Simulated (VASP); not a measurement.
# AgI (P6_3mc) in VASP: a series of runs

AgI is run at these levels: PBE; tasks: single point.

Program: VASP 6.6.1. These are calculated values, not measurements. Logs are shortened: lines on timing, memory, paths and dates and some standing lists are left out, and cuts for length are marked.

**1. The cell of the first run**

The structure is hexagonal, space group P6_3mc (No. 186). The conventional cell has a = 4.590 Å, b = 4.590 Å, c = 7.508 Å, α = 90.00°, β = 90.00°, γ = 120.00°. Ag (site symmetry 3m) has 4 I at 2.81 Å within 3.7 Å. Within 3.7 Å of I (site symmetry 3m) lie 4 Ag at 2.81 Å.

**2. Single point, PBE (34.25 Å³/atom)**

INCAR

```
  PREC = Accurate
  ENCUT = 500
  EDIFF = 1E-6
  ISMEAR = 0
  SIGMA = 0.01
  LREAL = F
  LASPH = T
  NELM = 120
  ALGO = Normal
  ISIF = 2
  LWAVE = F
  LCHARG = F
  GGA = PE
  NBANDS = 26
  GGA_COMPAT = F
```

KPOINTS

```
regular mesh
0
Gamma
  6 6 4
```

POSCAR

```
AgI
1.0
    4.5902071407      0.0000000000      0.0000000000
   -2.2951035704      3.9752359925      0.0000000000
    0.0000000000      0.0000000000      7.5079915518
Ag I
2 2
Direct
    0.6666666667      0.3333333333      0.6276573194
    0.3333333333      0.6666666667      0.1276573194
    0.6666666667      0.3333333333      0.0023426806
    0.3333333333      0.6666666667      0.5023426806
```

Potentials or basis: VASP PAW PBE potentials, release 64 (Ag, I).

On the command line:

```sh
> cat potpaw_PBE.64/Ag/POTCAR potpaw_PBE.64/I/POTCAR > POTCAR
> mpirun -np 1 vasp_std > vasp.out
```

OUTCAR:

```text
PREC = Accurate
   ENCUT = 500
   EDIFF = 1E-6
   ISMEAR = 0
   LREAL = F
   LASPH = T
   NELM = 120
   ISIF = 2
   GGA = PE

 ion  position               nearest neighbor table
   1  0.667  0.333  0.628-   4 2.81   4 2.81   4 2.81   3 2.81
   2  0.333  0.667  0.128-   3 2.81   3 2.81   3 2.81   4 2.81
   3  0.667  0.333  0.002-   2 2.81   2 2.81   2 2.81   1 2.81
   4  0.333  0.667  0.502-   1 2.81   1 2.81   1 2.81   2 2.81

  LATTYP: Found a hexagonal cell.
 ALAT       =     4.5902071407
 C/A-ratio  =     1.6356541920

  Lattice vectors:

 A1 = (   4.5902071407,   0.0000000000,   0.0000000000)
 A2 = (  -2.2951035704,   3.9752359925,   0.0000000000)
 A3 = (   0.0000000000,   0.0000000000,   7.5079915518)

Analysis of symmetry for initial positions (statically):
=====================================================================
 Subroutine PRICEL returns:
 Original cell was already a primitive cell.

 Routine SETGRP: Setting up the symmetry group for a
 hexagonal supercell.

 Subroutine GETGRP returns: Found 12 space group operations
 (whereof  6 operations were pure point group operations)
 out of a pool of 24 trial point group operations.

The static configuration has the point symmetry C_3v.
 The point group associated with its full space group is C_6v.

Analysis of symmetry for dynamics (positions and initial velocities):
=====================================================================
 Subroutine PRICEL returns:
 Original cell was already a primitive cell.

 Routine SETGRP: Setting up the symmetry group for a
 hexagonal supercell.

 Subroutine GETGRP returns: Found 12 space group operations
 (whereof  6 operations were pure point group operations)
 out of a pool of 24 trial point group operations.

The dynamic configuration has the point symmetry C_3v.
 The point group associated with its full space group is C_6v.

 Subroutine INISYM returns: Found 12 space group operations
 (whereof  6 operations are pure point group operations),
 and found     1 'primitive' translations

----------------------------------------------------------------------------------------

                                     Primitive cell

  volume of cell :     136.9995

  direct lattice vectors                    reciprocal lattice vectors
     4.590207141  0.000000000  0.000000000     0.217855092  0.125778696  0.000000000
    -2.295103570  3.975235993  0.000000000     0.000000000  0.251557392  0.000000000
     0.000000000  0.000000000  7.507991552     0.000000000  0.000000000  0.133191413

  length of vectors
     4.590207141  4.590207141  7.507991552     0.251557392  0.251557392  0.133191413

  position of ions in fractional coordinates (direct lattice)
     0.666666667  0.333333333  0.627657319
     0.333333333  0.666666667  0.127657319
     0.666666667  0.333333333  0.002342681
     0.333333333  0.666666667  0.502342681

  ion indices of the primitive-cell ions
   primitive index   ion index
                 1           1
                 2           2
                 3           3
                 4           4

----------------------------------------------------------------------------------------

 KPOINTS: regular mesh

Automatic generation of k-mesh.
 Grid dimensions read from file:
 generate k-points for:    6    6    4

 Generating k-lattice:

  Cartesian coordinates                     Fractional coordinates (reciprocal lattice)
     0.036309182  0.020963116  0.000000000     0.166666667  0.000000000  0.000000000
     0.000000000  0.041926232  0.000000000     0.000000000  0.166666667  0.000000000
     0.000000000  0.000000000  0.033297853     0.000000000  0.000000000  0.250000000

  Length of vectors
     0.041926232  0.041926232  0.033297853

  Shift w.r.t. Gamma in fractional coordinates (k-lattice)
     0.000000000  0.000000000  0.000000000

 Subroutine IBZKPT returns following result:
 ===========================================

 Found     21 irreducible k-points:

 Following reciprocal coordinates:
            Coordinates               Weight
  0.000000  0.000000  0.000000      1.000000
  0.166667  0.000000  0.000000      6.000000
  0.333333  0.000000  0.000000      6.000000
  0.500000 -0.000000  0.000000      3.000000
  0.166667  0.166667  0.000000      6.000000
  0.333333  0.166667  0.000000     12.000000
[... 13 lines left out ...]
  0.333333  0.166667  0.500000     12.000000
  0.333333  0.333333  0.500000      2.000000
   k-points           NKPTS =     21   k-points in BZ     NKDIM =     21   number of bands    NBANDS=     26
   number of dos      NEDOS =    301   number of ions     NIONS =      4
   total plane-waves  NPLWV =  72576
   dimension x,y,z NGX =    36 NGY =   36 NGZ =   56
   dimension x,y,z NGXF=    72 NGYF=   72 NGZF=  112
   ions per type =               2   2
   NGX,Y,Z   is equivalent  to a cutoff of  13.04, 13.04, 12.40 a.u.
   NGXF,Y,Z  is equivalent  to a cutoff of  26.08, 26.08, 24.80 a.u.
 SYSTEM =  unknown system
   PREC   = accura    normal or accurate (medium, high low for compatibility)
   ISTART =      0    job   : 0-new  1-cont  2-samecut
   ICHARG =      2    charge: 1-file 2-atom 10-const
   ISPIN  =      1    spin polarized calculation?
   LNONCOLLINEAR =      F non collinear calculations
   LSORBIT =      F    spin-orbit coupling
   LASPH  =      T    aspherical Exc in radial PAW
   ENCUT  =  500.0 eV  36.75 Ry    6.06 a.u.   8.37  8.37 13.69*2*pi/ulx,y,z
   NELM   =    120;   NELMIN=  2; NELMDL= -5     # of ELM steps
   EDIFF  = 0.1E-05   stopping-criterion for ELM
   LREAL  =      F    real-space projection
   EDIFFG = 0.1E-04   stopping-criterion for IOM
   NSW    =      0    number of steps for IOM
   IBRION =     -1    ionic relax: 0-MD 1-quasi-New 2-CG
   NFREE  =      0    steps in history (QN), initial steepest desc. (CG)
   ISIF   =      2    stress and relaxation
   ISYM   =      2    0-nonsym 1-usesym 2-fastsym
   POTIM  = 0.5000    time-step for ionic-motion
   TEBEG  =    0.0;   TEEND  =   0.0 temperature during run
   PSTRESS=    0.0 pullay stress
   NELECT =      36.0000    total number of electrons
   NUPDOWN=      -1.0000    fix difference up-down
   EMIN   =  10.00;   EMAX   =-10.00  energy-range for DOS
   EFERMI =   0.00;   METHOD = LEGACY
   ISMEAR =     0;   SIGMA  =   0.01  broadening in eV -4-tet -1-fermi 0-gaus
   EFERMI_NEDOS =   21; number of points for ismear=-14 and -15
   IALGO  =     38    algorithm
   IMIX   =      4    mixing-type and parameters
     AMIX     =   0.40;   BMIX     =  1.00
     AMIX_MAG =   1.60;   BMIX_MAG =  1.00
  volume/ion in A,a.u.               =      34.25       231.13
  Fermi-wavevector in a.u.,A,eV,Ry     =   1.048583  1.981534 14.959954  1.099526
  Thomas-Fermi vector in A             =   2.183510
   LORBIT       =      0    0 simple, 1 ext, 2 COOP (PROOUT), +10 PAW based schemes
   GGA     = PE    functional components
   LHFCALC =     F    Hartree Fock is set to
   AEXX    =    0.0000 exact exchange contribution
   IVDW    =     0    specifies the selected vdW correction
   LEPSILON=     F    determine dielectric tensor
   LRPA    =     F    only Hartree local field effects (RPA)
 non-spin polarized calculation
 Gauss-broadening in eV      SIGMA  =   0.01
  energy-cutoff  :      500.00
  volume of cell :      137.00
 maximum number of plane-waves:      3520
 NGX is ok and might be reduce to    36
   NGX = 17   NGY = 17   NGZ = 27

 number of electron      36.0000007 magnetization

 Free energy of the ion-electron system (eV)
  ---------------------------------------------------
  ext. energy  EPLUGINS =         0.00000000
  ---------------------------------------------------
  free energy    TOTEN  =        -9.53493877 eV

  energy without entropy =       -9.53493877  energy(sigma->0) =       -9.53493877

 E-fermi :   3.2225     XC(G=0):  -8.4254

 val. band max:        3.1321278802   @ k =   0.0000   0.0000   0.0000
 cond. band min:       4.5026965696   @ k =   0.0000   0.0000   0.0000
 fundamental gap:      1.3705686893
 Fermi energy:         3.2225427881

 k-point     1 :       0.0000    0.0000    0.0000
  band No.  band energies     occupation
      1      -9.6746      2.00000
      2      -9.3821      2.00000
      3      -1.0712      2.00000
      4      -1.0659      2.00000
      5      -1.0659      2.00000
      6      -1.0066      2.00000
[... 18 lines left out ...]
     25       9.7849      0.00000
     26      10.4945      0.00000

 k-point     2 :       0.1667    0.0000    0.0000
  band No.  band energies     occupation
      1      -9.6119      2.00000
      2      -9.3514      2.00000
      3      -1.1213      2.00000
      4      -1.0307      2.00000
      5      -1.0221      2.00000
      6      -0.9334      2.00000
[... 18 lines left out ...]
     25      10.0889      0.00000
     26      10.3210      0.00000

 k-point     3 :       0.3333    0.0000    0.0000
  band No.  band energies     occupation
      1      -9.4717      2.00000
      2      -9.2989      2.00000
      3      -1.1923      2.00000
      4      -1.0338      2.00000
      5      -0.9410      2.00000
      6      -0.8257      2.00000
[... 18 lines left out ...]
     25      10.5064      0.00000
     26      10.9569      0.00000

 k-point     4 :       0.5000   -0.0000    0.0000
  band No.  band energies     occupation
      1      -9.3843      2.00000
      2      -9.2869      2.00000
      3      -1.1777      2.00000
      4      -1.0737      2.00000
      5      -0.9056      2.00000
      6      -0.7328      2.00000
[... 18 lines left out ...]
     25      10.6877      0.00000
     26      12.3624      0.00000
[... 409 lines left out ...]
      1      -9.4102      2.00000
      2      -9.4102      2.00000
      3      -1.2114      2.00000
      4      -1.2114      2.00000
      5      -0.9206      2.00000
      6      -0.9206      2.00000
[... 18 lines left out ...]
     25      10.2096      0.00000
     26      10.2096      0.00000

 k-point    20 :       0.3333    0.1667    0.5000
  band No.  band energies     occupation
      1      -9.3343      2.00000
      2      -9.3343      2.00000
      3      -1.1984      2.00000
      4      -1.1984      2.00000
      5      -0.8487      2.00000
      6      -0.8487      2.00000
[... 18 lines left out ...]
     25      10.6297      0.00000
     26      10.6297      0.00000

 k-point    21 :       0.3333    0.3333    0.5000
  band No.  band energies     occupation
      1      -9.3088      2.00000
      2      -9.3088      2.00000
      3      -1.0816      2.00000
      4      -1.0816      2.00000
      5      -0.9073      2.00000
      6      -0.9073      2.00000
[... 18 lines left out ...]
     25      11.3220      0.00000
     26      11.3221      0.00000

------------------------ aborting loop because EDIFF is reached ----------------------------------------

  FORCE on cell =-STRESS in cart. coord.  units (eV):
  Direction    XX          YY          ZZ          XY          YZ          ZX
  --------------------------------------------------------------------------------------
  -------------------------------------------------------------------------------------
  Total        1.5422655      1.5422655      1.5663433     -0.0000000      0.0000000      0.0000000
  in kB       18.0364369     18.0364369     18.3180214     -0.0000000      0.0000000      0.0000000
  external PRESSURE =      18.1302984 kB  Pullay stress =       0.0000000 kB

 VOLUME and BASIS-vectors are now :
 -----------------------------------------------------------------------------
  energy-cutoff  :      500.00
  volume of cell :      137.00
      direct lattice vectors                 reciprocal lattice vectors
     4.590207141  0.000000000  0.000000000     0.217855092  0.125778696  0.000000000
    -2.295103570  3.975235993  0.000000000     0.000000000  0.251557392  0.000000000
     0.000000000  0.000000000  7.507991552     0.000000000  0.000000000  0.133191413

 POSITION                                       TOTAL-FORCE (eV/Angst)
 -----------------------------------------------------------------------------------
      2.29510      1.32508      4.71245         0.000000     -0.000000      0.002013
     -0.00000      2.65016      0.95845        -0.000000      0.000000      0.002013
      2.29510      1.32508      0.01759         0.000000     -0.000000     -0.002013
     -0.00000      2.65016      3.77158        -0.000000      0.000000     -0.002013
 -----------------------------------------------------------------------------------
    total drift:                               -0.000000     -0.000000      0.000626

  FREE ENERGIE OF THE ION-ELECTRON SYSTEM (eV)
  ---------------------------------------------------
  free  energy   TOTEN  =        -9.5349387694 eV

  energy  without entropy=       -9.5349387694  energy(sigma->0) =       -9.53493877
```

It took 28 s on 1 thread of Intel Xeon 6975P-C (Granite Rapids), shared host; peak memory 0.28 GiB.

Results:

| Quantity | Value |
| --- | --- |
| Free energy | -9.5349 eV |
| Pressure | 1.8 GPa |
| Band gap on the k mesh | 1.37 eV |

Forces on the atoms (eV/Å):
```
Ag   0.000  0.000  0.002
Ag   0.000  0.000  0.002
I    0.000  0.000 -0.002
I    0.000  0.000 -0.002
```

Caveat: spin-orbit coupling is left out, which moves the levels of the heavy elements. Expect the measured gap to be larger: semilocal functionals such as PBE lack the derivative discontinuity.

**3. Single point, PBE (35.34 Å³/atom)**

This run uses another cell than the first one, of 35.34 Å³/atom.

INCAR

```
SYSTEM = AgI
PREC = Accurate
ENCUT = 500
EDIFF = 1E-6
ISMEAR = 0
SIGMA = 0.01
LREAL = .False.
LASPH = .True.
NELM = 120
ALGO = Normal
ISIF = 2
LWAVE = .False.
LCHARG = .False.
GGA = PE
NBANDS = 26
GGA_COMPAT = .False.
```

KPOINTS

```
Automatic mesh
0
Gamma
  6 6 4
  0 0 0
```

POSCAR

```
AgI
1.0
    4.6385286616      0.0000000000      0.0000000000
   -2.3192643308      4.0170836571      0.0000000000
    0.0000000000      0.0000000000      7.5870288500
Ag I
2 2
Direct
    0.6666666667      0.3333333333      0.6276573194
    0.3333333333      0.6666666667      0.1276573194
    0.6666666667      0.3333333333      0.0023426806
    0.3333333333      0.6666666667      0.5023426806
```

Potentials or basis: VASP PAW PBE potentials, release 64 (Ag, I).

On the command line:

```sh
> cat potpaw_PBE.64/Ag/POTCAR potpaw_PBE.64/I/POTCAR > POTCAR
> mpirun -np 1 vasp_std > vasp.out
```

Run time: 37 s. Hardware: 1 thread of Intel Xeon 6975P-C (Granite Rapids), shared host; peak memory 0.28 GiB.

Results (log left out):

```
Free energy            : -9.5704 eV
Pressure               : 0.8 GPa
Band gap on the k mesh : 1.37 eV
```

Levels at points of the mesh, in eV from the valence-band top:
```tsv
k point	band 16	band 17	band 18	band 19	band 20	band 21
(0.00, 0.00, 0.00)	-0.06	0.00	0.00	1.37	2.66	5.80
(0.50, 0.00, 0.00)	-1.68	-0.97	-0.67	3.32	3.62	4.86
(0.00, 0.00, 0.50)	-0.35	-0.35	-0.35	2.65	2.65	5.64
(0.50, 0.00, 0.50)	-1.17	-1.17	-1.17	3.28	3.28	4.91
```

Caveat: spin-orbit coupling is left out, which moves the levels of the heavy elements.

**4. Single point, PBE**

This run uses another cell than the first one, of 35.59 Å³/atom.

INCAR

```
SYSTEM = AgI
ALGO     = Normal         ! electronic algorithm
EDIFF    = 1E-6           ! SCF threshold, eV
ENCUT    = 500            ! plane-wave cutoff, eV
GGA      = PE             ! functional
GGA_COMPAT= .False.      
ISIF     = 2              ! what is computed and relaxed
ISMEAR   = 0              ! smearing method
LASPH    = .True.         ! aspherical terms in the spheres
LCHARG   = .False.        ! write CHGCAR
LREAL    = .False.        ! projectors in reciprocal space
LWAVE    = .False.        ! write WAVECAR
NBANDS   = 26             ! bands
NELM     = 120            ! most SCF steps
PREC     = Accurate       ! precision mode
SIGMA    = 0.01           ! smearing width, eV
```

KPOINTS

```
k-points
0
Gamma
  6 6 4
  0 0 0
```

POSCAR

```
AgI
1.0
    4.6507421231      0.0000000000      0.0000000000
   -2.3253710616      4.0276608251      0.0000000000
    0.0000000000      0.0000000000      7.5997163055
Ag I
2 2
Direct
    0.6666666667      0.3333333333      0.6275238171
    0.3333333333      0.6666666667      0.1275238171
    0.6666666667      0.3333333333      0.0024761829
    0.3333333333      0.6666666667      0.5024761829
```

On the command line:

```sh
> cat potpaw_PBE.64/Ag/POTCAR potpaw_PBE.64/I/POTCAR > POTCAR
> mpirun -np 1 vasp_std > vasp.out
```

Wall time 32 s (1 thread of Intel Xeon 6975P-C (Granite Rapids), shared host); peak memory 0.28 GiB.

It converged, with:

* Free energy: -9.5747 eV
* Pressure: 0.6 GPa
* Band gap on the k mesh: 1.37 eV

Levels at points of the mesh, in eV from the valence-band top:
```csv
k point,band 16,band 17,band 18,band 19,band 20,band 21
"(0.00, 0.00, 0.00)",-0.06,0.00,0.00,1.37,2.66,5.81
"(0.50, 0.00, 0.00)",-1.66,-0.96,-0.67,3.32,3.63,4.87
"(0.00, 0.00, 0.50)",-0.34,-0.34,-0.34,2.65,2.65,5.64
"(0.50, 0.00, 0.50)",-1.16,-1.15,-1.15,3.29,3.29,4.91
```

Caveat: spin-orbit coupling is left out, which moves the levels of the heavy elements. A hybrid or GW would open this gap; PBE tends to underestimate it.

**5. Single point, PBE**

This run uses another cell than the first one, of 36.44 Å³/atom.

INCAR

```
SYSTEM = AgI
  PREC = Accurate
  ENCUT = 500
  EDIFF = 1E-6
  ISMEAR = 0
  SIGMA = 0.01
  LREAL = .FALSE.
  LASPH = .TRUE.
  NELM = 120
  ALGO = Normal
  ISIF = 2
  LWAVE = .FALSE.
  LCHARG = .FALSE.
  GGA = PE
  NBANDS = 26
  GGA_COMPAT = .FALSE.
```

KPOINTS

```
regular mesh
0
G
  6 6 4
  0 0 0
```

POSCAR

```
AgI
1.0
    4.6858638560      0.0000000000      0.0000000000
   -2.3429319280      4.0580771380      0.0000000000
    0.0000000000      0.0000000000      7.6644528592
Ag I
2 2
Direct
    0.6666666667      0.3333333333      0.6276573194
    0.3333333333      0.6666666667      0.1276573194
    0.6666666667      0.3333333333      0.0023426806
    0.3333333333      0.6666666667      0.5023426806
```

On the command line:

```sh
> cat potpaw_PBE.64/Ag/POTCAR potpaw_PBE.64/I/POTCAR > POTCAR
> mpirun -np 1 vasp_std > vasp.out
```

Wall time 30 s (1 thread of Intel Xeon 6975P-C (Granite Rapids), shared host); peak memory 0.28 GiB.

It converged, with:

- Free energy: -9.5804 eV
- Pressure: -0.1 GPa
- Band gap on the k mesh: 1.37 eV

Levels at points of the mesh, in eV from the valence-band top:
```csv
k point,band 16,band 17,band 18,band 19,band 20,band 21
"(0.00, 0.00, 0.00)",-0.06,0.00,0.00,1.37,2.67,5.85
"(0.50, 0.00, 0.00)",-1.59,-0.91,-0.63,3.31,3.65,4.90
"(0.00, 0.00, 0.50)",-0.33,-0.33,-0.33,2.64,2.64,5.65
"(0.50, 0.00, 0.50)",-1.11,-1.11,-1.11,3.30,3.30,4.94
```

Caveat: spin-orbit coupling is left out, which moves the levels of the heavy elements. Expect the measured gap to be larger: semilocal functionals such as PBE lack the derivative discontinuity.

**6. Summary**

| cell | gap on the mesh (eV) | pressure (GPa) |
| --- | --- | --- |
| a = 4.590, b = 4.590, c = 7.508 Å, angles 90.0, 90.0, 120.0°, 4 atoms, atomic positions A | 1.37 | 1.8 |
| a = 4.639, b = 4.639, c = 7.587 Å, angles 90.0, 90.0, 120.0°, 4 atoms, atomic positions A | 1.37 | 0.8 |
| a = 4.651, b = 4.651, c = 7.600 Å, angles 90.0, 90.0, 120.0°, 4 atoms, atomic positions B | 1.37 | 0.6 |
| a = 4.686, b = 4.686, c = 7.664 Å, angles 90.0, 90.0, 120.0°, 4 atoms, atomic positions A | 1.37 | -0.1 |

Alike in all rows: task single point; level PBE; potentials or basis VASP PAW PBE potentials, release 64 (Ag, I); no spin polarisation; k mesh 6 × 6 × 4; cutoff (eV) 500; smearing gaussian 0.01 eV.

Caveats: spin-orbit coupling is left out, which moves the levels of the heavy elements.

Total energies depend on the potentials used, so only differences within one code and one set of settings carry meaning.
